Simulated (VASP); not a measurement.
AlSn:

```
Sn Al
1.0
     4.25335    0.00000    0.00000
    -2.12668    3.68351    0.00000
     0.00000    0.00000    3.35036
Sn Al
1 1
Direct
  0.33333 0.66667 0.50000
  0.00000 0.00000 0.00000
```

This cell differs from its parent crystal: volume scaled by 1.04.

Base run:

```yaml
Program: VASP 6.6.1
Functional: PBE
Potentials_or_basis: VASP PAW PBE potentials, release 64 (Sn_d, Al)
Cutoff: 520 eV
k_mesh: 7 × 7 × 8
Occupations: fermi-dirac, width 0.05 eV
Spin: no spin polarisation
```

Its results: pressure -1.6 GPa.

Task: The run is repeated on the same cell with these changes: functional from PBE to LDA; potentials or basis from VASP PAW PBE potentials, release 64 (Sn_d, Al) to VASP PAW LDA potentials, release 64 (Sn_d, Al). What comes out?

Result: Pressure -4.6 GPa.
